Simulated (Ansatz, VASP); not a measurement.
Two plane-wave programs on KMgF3

```
K Mg F
1.0
     3.82646    0.00000    0.00000
     0.00000    3.82646    0.00000
     0.00000    0.00000    4.14534
K Mg F
1 1 3
Direct
  0.50000 0.50000 0.50000
  0.00000 0.00000 0.00000
  0.50000 0.00000 0.00000
  0.00000 0.50000 0.00000
  0.00000 0.00000 0.50000
```

Change from the starting cell: strain -0.040 along x and y, +0.040 along z, atoms carried along.

Alike in both runs: task single point; functional PBE; k mesh 6 × 6 × 6; occupations gaussian, width 0.05 eV; no spin polarisation.

|  | VASP | Ansatz |
| --- | --- | --- |
| version | VASP 6.6.1 | Ansatz 0.2.0 |
| potentials or method | VASP PAW PBE potentials, release 64 (K_sv, Mg, F), cutoff 520 eV | scalar-relativistic, plane waves, PAW |
| valence electrons in the cell | 32 | 40 |

|  | VASP | Ansatz | Ansatz less VASP |
| --- | --- | --- | --- |
| gap on the k mesh at the Fermi level (eV) | 7.56 | 7.58 | +0.029 |
| least direct gap on the mesh (eV) | 7.92 | 7.95 | +0.026 |
| pressure (GPa) | 8.1 | 8.5 | +0.39 |
| traceless stress, the component that is largest in VASP (GPa) | -6.19 | -6.15 | +0.041 |

With one functional, cell and mesh, what is left measures potentials, basis and numerics. VASP's potentials hold 32 valence electrons a cell and Ansatz's 40, so a difference there can come from the potentials and not from the codes.
